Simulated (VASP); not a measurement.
# Ru (Fm-3m) in VASP: further runs

Ru is run at these levels: PBE; tasks: single point.

Everything below comes from runs of VASP 6.6.1. Logs are shortened: lines on timing, memory, paths and dates and some standing lists are left out, and cuts for length are marked.

## Step 1: The cell of the first run

Symmetry: Fm-3m, No. 225, cubic system. Conventional cell: a = 3.748 Å, b = 3.748 Å, c = 3.748 Å, α = 90.00°, β = 90.00°, γ = 90.00°. Ru (site symmetry m-3m) has 12 Ru at 2.65 Å within 3.5 Å.

This isn't the form of Ru at room conditions, which is hcp.

## Step 2: Single point, PBE (strained)

File INCAR:

```
SYSTEM = Ru
ALGO = Normal
EDIFF = 1E-6
ENCUT = 520
GGA = PE
ISIF = 2
ISMEAR = 0
LASPH = .TRUE.
LCHARG = .FALSE.
LREAL = .FALSE.
LWAVE = .FALSE.
NBANDS = 13
NELM = 80
PREC = Accurate
SIGMA = 0.1
```

File KPOINTS:

```
k-points
0
G
  18 18 18
  0 0 0
```

File POSCAR:

```
Ru
1.0
    0.0000000000      1.8737700500      1.8737700500
    1.8737700500      0.0000000000      1.8737700500
    1.8737700500      1.8737700500      0.0000000000
Ru
1
Direct
    0.0000000000      0.0000000000      0.0000000000
```

Potentials or basis: VASP PAW PBE potentials, release 64 (Ru_pv).

On the command line:

```
cat potpaw_PBE.64/Ru_pv/POTCAR > POTCAR
mpirun -np 1 vasp_std > vasp.out
```

OUTCAR:

```text
SYSTEM = Ru
   EDIFF = 1E-6
   ENCUT = 520
   GGA = PE
   ISIF = 2
   ISMEAR = 0
   LASPH = .TRUE.
   LREAL = .FALSE.
   NELM = 80
   PREC = Accurate

 ion  position               nearest neighbor table
   1  0.000  0.000  0.000-

  LATTYP: Found a face centered cubic cell.
 ALAT       =     3.7475401000

  Lattice vectors:

 A1 = (   0.0000000000,   1.8737700500,   1.8737700500)
 A2 = (   1.8737700500,   0.0000000000,   1.8737700500)
 A3 = (   1.8737700500,   1.8737700500,   0.0000000000)

Analysis of symmetry for initial positions (statically):
=====================================================================
 Subroutine PRICEL returns:
 Original cell was already a primitive cell.

 Routine SETGRP: Setting up the symmetry group for a
 face centered cubic supercell.

 Subroutine GETGRP returns: Found 48 space group operations
 (whereof 48 operations were pure point group operations)
 out of a pool of 48 trial point group operations.

The static configuration has the point symmetry O_h .

Analysis of symmetry for dynamics (positions and initial velocities):
=====================================================================
 Subroutine PRICEL returns:
 Original cell was already a primitive cell.

 Routine SETGRP: Setting up the symmetry group for a
 face centered cubic supercell.

 Subroutine GETGRP returns: Found 48 space group operations
 (whereof 48 operations were pure point group operations)
 out of a pool of 48 trial point group operations.

The dynamic configuration has the point symmetry O_h .

 Subroutine INISYM returns: Found 48 space group operations
 (whereof 48 operations are pure point group operations),
 and found     1 'primitive' translations

----------------------------------------------------------------------------------------

                                     Primitive cell

  volume of cell :      13.1577

  direct lattice vectors                    reciprocal lattice vectors
     0.000000000  1.873770050  1.873770050    -0.266841708  0.266841708  0.266841708
     1.873770050  0.000000000  1.873770050     0.266841708 -0.266841708  0.266841708
     1.873770050  1.873770050  0.000000000     0.266841708  0.266841708 -0.266841708

  length of vectors
     2.649911017  2.649911017  2.649911017     0.462183395  0.462183395  0.462183395

[... 83 lines left out ...]
   NFREE  =      0    steps in history (QN), initial steepest desc. (CG)
   ISIF   =      2    stress and relaxation
   ISYM   =      2    0-nonsym 1-usesym 2-fastsym
   POTIM  = 0.5000    time-step for ionic-motion
   TEBEG  =    0.0;   TEEND  =   0.0 temperature during run
   PSTRESS=    0.0 pullay stress
   NELECT =      14.0000    total number of electrons
   NUPDOWN=      -1.0000    fix difference up-down
   EMIN   =  10.00;   EMAX   =-10.00  energy-range for DOS
   EFERMI =   0.00;   METHOD = LEGACY
   ISMEAR =     0;   SIGMA  =   0.10  broadening in eV -4-tet -1-fermi 0-gaus
   EFERMI_NEDOS =   21; number of points for ismear=-14 and -15
   IALGO  =     38    algorithm
   IMIX   =      4    mixing-type and parameters
     AMIX     =   0.40;   BMIX     =  1.00
     AMIX_MAG =   1.60;   BMIX_MAG =  1.00
  volume/ion in A,a.u.               =      13.16        88.79
  Fermi-wavevector in a.u.,A,eV,Ry     =   1.671313  3.158324 38.004995  2.793288
  Thomas-Fermi vector in A             =   2.756658
   LORBIT       =      0    0 simple, 1 ext, 2 COOP (PROOUT), +10 PAW based schemes
   GGA     = PE    functional components
   LHFCALC =     F    Hartree Fock is set to
   AEXX    =    0.0000 exact exchange contribution
   IVDW    =     0    specifies the selected vdW correction
   LEPSILON=     F    determine dielectric tensor
   LRPA    =     F    only Hartree local field effects (RPA)
 non-spin polarized calculation
 Gauss-broadening in eV      SIGMA  =   0.10
  energy-cutoff  :      520.00
  volume of cell :       13.16
 maximum number of plane-waves:       366
   NGX =  9   NGY =  9   NGZ =  9

 number of electron      14.0000004 magnetization

 Free energy of the ion-electron system (eV)
  ---------------------------------------------------
  ext. energy  EPLUGINS =         0.00000000
  ---------------------------------------------------
  free energy    TOTEN  =        -9.09130843 eV

  energy without entropy =       -9.08677368  energy(sigma->0) =       -9.08904105

 E-fermi :  13.2944     XC(G=0): -14.3135

 val. band max:       13.2792158554   @ k =   0.1111   0.0556   0.0000
 cond. band min:      13.3062293445   @ k =   0.1667   0.0556   0.0000
 fundamental gap:      0.0270134891
 Fermi energy:        13.2943786882

 k-point     1 :       0.0000    0.0000    0.0000
  band No.  band energies     occupation
      1     -29.0920      2.00000
      2     -29.0920      2.00000
      3     -29.0920      2.00000
      4       5.2455      2.00000
      5      10.6327      2.00000
      6      10.6327      2.00000
      7      10.6327      2.00000
      8      13.2047      1.79504
      9      13.2047      1.79504
     10      23.8459      0.00000
     11      28.3645      0.00000
     12      34.2842      0.00000
     13      34.2842      0.00000
[... 354 lines left out ...]
  band No.  band energies     occupation
      1     -29.6700      2.00000
      2     -29.2068      2.00000
      3     -29.1546      2.00000
      4       7.1716      2.00000
      5      10.1658      2.00000
      6      11.0761      2.00000
      7      11.1487      2.00000
      8      12.9188      2.00000
      9      13.7768      0.00000
     10      23.8458      0.00000
     11      29.0019      0.00000
     12      31.1032      0.00000
     13      36.8038      0.00000

 [... further k-points ...]

------------------------ aborting loop because EDIFF is reached ----------------------------------------

  FORCE on cell =-STRESS in cart. coord.  units (eV):
  Direction    XX          YY          ZZ          XY          YZ          ZX
  --------------------------------------------------------------------------------------
  -------------------------------------------------------------------------------------
  Total        1.4081624      1.4081624      1.4081624      0.0000000      0.0000000      0.0000000
  in kB      171.4685362    171.4685362    171.4685362      0.0000000      0.0000000      0.0000000
  external PRESSURE =     171.4685362 kB  Pullay stress =       0.0000000 kB

 VOLUME and BASIS-vectors are now :
 -----------------------------------------------------------------------------
  energy-cutoff  :      520.00
  volume of cell :       13.16
      direct lattice vectors                 reciprocal lattice vectors
     0.000000000  1.873770050  1.873770050    -0.266841708  0.266841708  0.266841708
     1.873770050  0.000000000  1.873770050     0.266841708 -0.266841708  0.266841708
     1.873770050  1.873770050  0.000000000     0.266841708  0.266841708 -0.266841708

 POSITION                                       TOTAL-FORCE (eV/Angst)
 -----------------------------------------------------------------------------------
      0.00000      0.00000      0.00000         0.000000      0.000000      0.000000
 -----------------------------------------------------------------------------------
    total drift:                                0.000000     -0.000000     -0.000000

  FREE ENERGIE OF THE ION-ELECTRON SYSTEM (eV)
  ---------------------------------------------------
  free  energy   TOTEN  =        -9.0913084294 eV

  energy  without entropy=       -9.0867736759  energy(sigma->0) =       -9.08904105
```

OSZICAR:

```text
N       E                     dE             d eps       ncg     rms          rms(c)
DAV:   1     0.106739672389E+03    0.10674E+03   -0.84887E+03  5099   0.116E+03
DAV:   2    -0.849403738123E+01   -0.11523E+03   -0.11049E+03  5440   0.326E+02
DAV:   3    -0.973145295259E+01   -0.12374E+01   -0.12311E+01  5730   0.373E+01
DAV:   4    -0.973504449933E+01   -0.35915E-02   -0.35915E-02  5490   0.215E+00
DAV:   5    -0.973506737240E+01   -0.22873E-04   -0.22874E-04  5795   0.156E-01    0.136E+01
DAV:   6    -0.914141458028E+01    0.59365E+00   -0.90680E-01  5150   0.128E+01    0.395E+00
DAV:   7    -0.909555400487E+01    0.45861E-01   -0.77461E-02  5580   0.352E+00    0.962E-01
DAV:   8    -0.909127447988E+01    0.42795E-02   -0.42615E-03  5140   0.875E-01    0.646E-02
DAV:   9    -0.909130646848E+01   -0.31989E-04   -0.31741E-05  5840   0.736E-02    0.246E-02
DAV:  10    -0.909130825145E+01   -0.17830E-05   -0.21107E-06  4734   0.182E-02    0.166E-03
DAV:  11    -0.909130842936E+01   -0.17791E-06   -0.13777E-07  2820   0.489E-03
   1 F= -.90913084E+01 E0= -.90890411E+01  d E =-.453475E-02
```

Wall time 34 s (1 thread of Intel Xeon 8259CL, shared host); peak memory 0.15 GiB.

Results:

- Free energy: -9.0913 eV
- Pressure: 17.1 GPa
- Band gap on the k mesh: zero (bands 7 and 8 overlap by 3.63 eV)

Levels at points of the mesh, in eV from the Fermi level:
| k point | band 3 | band 4 | band 5 | band 6 | band 7 | band 8 | band 9 | band 10 | band 11 | band 12 |
| --- | --- | --- | --- | --- | --- | --- | --- | --- | --- | --- |
| (0.00, 0.00, 0.00) | -42.39 | -8.05 | -2.66 | -2.66 | -2.66 | -0.09 | -0.09 | 10.55 | 15.07 | 20.99 |
| (0.50, 0.00, 0.00) | -42.54 | -6.27 | -2.80 | -2.80 | 1.10 | 1.88 | 1.88 | 10.50 | 10.61 | 14.69 |
| (0.50, 0.50, 0.00) | -42.81 | -6.64 | -6.15 | 1.83 | 2.42 | 2.42 | 3.83 | 10.55 | 13.74 | 13.74 |

Caveat: the cell differs from its parent crystal (strained); the cell stands under pressure.

## Step 3: Single point, PBE (strained)

File INCAR:

```
SYSTEM = Ru
PREC     = Accurate       ! precision mode
ENCUT    = 520            ! plane-wave cutoff, eV
EDIFF    = 1E-6           ! SCF threshold, eV
ISMEAR   = 0              ! smearing method
SIGMA    = 0.1            ! smearing width, eV
LREAL    = .FALSE.        ! projectors in reciprocal space
LASPH    = .TRUE.         ! aspherical terms in the spheres
NELM     = 80             ! most SCF steps
ALGO     = Normal         ! electronic algorithm
ISIF     = 2              ! what is computed and relaxed
LWAVE    = .FALSE.        ! write WAVECAR
LCHARG   = .TRUE.         ! write CHGCAR
GGA      = PE             ! functional
LELF     = .TRUE.         ! ELF
LVHAR    = .TRUE.       
NBANDS   = 13             ! bands
```

File KPOINTS:

```
regular mesh
0
G
  18 18 18
  0 0 0
```

File POSCAR:

```
Ru
1.0
    0.0000000000      1.9134297000      1.9134297000
    1.9134297000      0.0000000000      1.9134297000
    1.9134297000      1.9134297000      0.0000000000
Ru
1
Direct
    0.0000000000      0.0000000000      0.0000000000
```

Potentials or basis: VASP PAW PBE potentials, release 64 (Ru_pv).

On the command line:

```
cat potpaw_PBE.64/Ru_pv/POTCAR > POTCAR
mpirun -np 1 vasp_std > vasp.out
```

Run time: 33 s. Hardware: 1 thread of Intel Xeon 8259CL, shared host; peak memory 0.15 GiB.

It converged, with:

| Property | Result |
| --- | --- |
| Free energy | -9.1236 eV |
| Pressure | -4.0 GPa |
| Band gap on the k mesh | zero (bands 7 and 8 overlap by 3.27 eV) |

Levels at points of the mesh, in eV from the Fermi level:
```csv
k point,band 4,band 5,band 6,band 7,band 8,band 9,band 10,band 11
"(0.00, 0.00, 0.00)",-7.69,-2.42,-2.42,-2.42,-0.09,-0.09,10.62,15.11
"(0.50, 0.00, 0.00)",-5.80,-2.54,-2.54,1.04,1.69,1.69,9.74,10.62
"(0.50, 0.50, 0.00)",-6.08,-5.61,1.65,2.18,2.18,3.61,10.61,13.30
```

Caveat: the cell differs from its parent crystal (strained); the cell stands under tension.

## Step 4: Single point, PBE (strained)

File INCAR:

```
PREC     = Accurate       # precision mode
ENCUT    = 520            # plane-wave cutoff, eV
EDIFF    = 1E-7           # SCF threshold, eV
ISMEAR   = 0              # smearing method
SIGMA    = 0.1            # smearing width, eV
LREAL    = False          # projectors in reciprocal space
LASPH    = True           # aspherical terms in the spheres
NELM     = 100            # most SCF steps
ALGO     = Normal         # electronic algorithm
ISIF     = 2              # what is computed and relaxed
LWAVE    = False          # write WAVECAR
LCHARG   = True           # write CHGCAR
GGA      = PE             # functional
LELF     = True           # ELF
LVHAR    = True         
NBANDS   = 13             # bands
```

File KPOINTS:

```
Automatic mesh
0
Gamma
  18 18 18
```

File POSCAR:

```
Ru
1.0
    0.0000000000      1.9449314500      1.9449314500
    1.9449314500      0.0000000000      1.9449314500
    1.9449314500      1.9449314500      0.0000000000
Ru
1
Direct
    0.0000000000      0.0000000000      0.0000000000
```

On the command line:

```
cat potpaw_PBE.64/Ru_pv/POTCAR > POTCAR
mpirun -np 1 vasp_std > vasp.out
```

It took 34 s on 1 thread of Intel Xeon 8259CL, shared host; peak memory 0.15 GiB.

It converged, with:

```yaml
Free_energy: -9.0779 eV
Pressure: -16.4 GPa
Band_gap_on_the_k_mesh: zero (bands 7 and 8 overlap by 3.01 eV)
```

Levels at points of the mesh, in eV from the Fermi level:
```csv
k point,band 3,band 4,band 5,band 6,band 7,band 8,band 9,band 10,band 11,band 12
"(0.00, 0.00, 0.00)",-42.38,-7.40,-2.25,-2.25,-2.25,-0.09,-0.09,10.67,15.12,20.42
"(0.50, 0.00, 0.00)",-42.49,-5.45,-2.36,-2.36,1.02,1.56,1.56,9.15,10.68,14.69
"(0.50, 0.50, 0.00)",-42.68,-5.66,-5.22,1.51,2.01,2.01,3.46,10.67,12.61,12.96
```

Caveat: the cell differs from its parent crystal (strained); the cell stands under tension; an empty level that is flat over the whole mesh can mark a ghost state of the potentials, or a narrow d or f band.

## Step 5: The runs side by side

```csv
cell,gap on the mesh (eV),pressure (GPa)
"a = 2.650 Å, angles 60.0°, 1 atom",none,17.1
"a = 2.706 Å, angles 60.0°, 1 atom",none,-4.0
"a = 2.751 Å, angles 60.0°, 1 atom",none,-16.4
```

Alike in all rows: task single point; level PBE; potentials or basis VASP PAW PBE potentials, release 64 (Ru_pv); no spin polarisation; k mesh 18 × 18 × 18; cutoff (eV) 520; smearing gaussian 0.1 eV.

Caveats: the cell stands under tension (at least some runs); the cell stands under pressure (at least some runs); an empty level that is flat over the whole mesh can mark a ghost state of the potentials, or a narrow d or f band (at least some runs).

Absolute energies hang on the potentials; compare differences alone.
